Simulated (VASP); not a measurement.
# BeGa2C2: single point with PBE

The system is BeGa2C2.

```
Be Ga C
1.0
     0.00000    4.40851    4.40851
     4.40851    0.00000    4.40851
     4.40851    4.40851    0.00000
Be Ga C
2 4 4
Direct
  0.75000 0.75000 0.75000
  0.50000 0.50000 0.50000
  0.62500 0.62500 0.62500
  0.62500 0.62500 0.12500
  0.62500 0.12500 0.62500
  0.12500 0.62500 0.62500
  0.12500 0.12500 0.12500
  0.12500 0.12500 0.62500
  0.12500 0.62500 0.12500
  0.62500 0.12500 0.12500
```

* Program: VASP 6.6.1
* Task: single point
* Functional: PBE
* Potentials or basis: VASP PAW PBE potentials, release 64 (Be, Ga_d, C)
* Cutoff: 520 eV
* k mesh: 4 × 4 × 4
* Occupations: gaussian, width 0.1 eV
* Spin: no spin polarisation

```json
{
  "Pressure": "5.3 GPa",
  "Band gap on the k mesh": "zero (band 36 reaches 2.74 eV, above the bottom of band 37 at 2.10 eV)"
}
```

Levels at points of the mesh, in eV from the Fermi level:
```tsv
k point	band 34	band 35	band 36	band 37	band 38	band 39
(0.00, 0.00, 0.00)	-1.95	-1.95	0.58	0.58	0.58	0.99
(0.50, 0.00, 0.00)	-1.07	-0.19	0.18	0.27	0.34	0.34
(0.50, 0.50, 0.00)	-0.60	-0.23	-0.23	-0.07	-0.07	0.06
```

It took 44 s on 1 thread of Intel(R) Xeon(R) 6975P-C (Granite Rapids), with other jobs on the host, peak memory 0.33 GiB.
